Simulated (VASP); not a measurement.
A run of VASP 6.6.1 is set up as follows.

File INCAR:

```
ALGO = Normal ; EDIFF = 1E-6
EDIFFG = -0.005 ; ENCUT = 600
GGA = PS ; IBRION = 2
ISIF = 3 ; ISMEAR = 0
LASPH = T ; LCHARG = F
LREAL = F ; LWAVE = F
NELM = 60 ; NSW = 70
PREC = Accurate ; SIGMA = 0.1
```

Contents of KPOINTS:

```
k-points
0
Gamma
  14 14 14
```

File POSCAR:

```
AlPt
1.0
    3.0903019325      0.0000000000      0.0000000000
    0.0000000000      3.0903019325      0.0000000000
    0.0000000000      0.0000000000      3.0903019325
Al Pt
1 1
Direct
    0.0000000000      0.0000000000      0.0000000000
    0.5000000000      0.5000000000      0.5000000000
```

Potentials or basis: VASP PAW PBE potentials, release 64 (Al, Pt).

The run is started by

```sh
$ cat potpaw_PBE.64/Al/POTCAR potpaw_PBE.64/Pt/POTCAR > POTCAR
$ mpirun -np 1 vasp_std > vasp.out
```

Estimate the relaxed volume.

14.32 Å³/atom.

Predict the relaxed cell.

a = 3.060 Å, b = 3.060 Å, c = 3.060 Å, α = 90.00°, β = 90.00°, γ = 90.00°.

What does it give for the space group after relaxing (to 0.05 Å)?

Pm-3m (No. 221).

Final structure:
```cif
data_structure
_symmetry_space_group_name_H-M 'P 1'
_symmetry_Int_Tables_number 1
_cell_length_a 3.0599
_cell_length_b 3.0599
_cell_length_c 3.0599
_cell_angle_alpha 90.000
_cell_angle_beta 90.000
_cell_angle_gamma 90.000
_cell_volume 28.65
loop_
_atom_site_label
_atom_site_type_symbol
_atom_site_fract_x
_atom_site_fract_y
_atom_site_fract_z
_atom_site_occupancy
Al1 Al 0.00000 0.00000 0.00000 1
Pt1 Pt 0.50000 0.50000 0.50000 1
```

Caveat: the PAW data sets were made with another functional, which shifts forces and pressure a little.
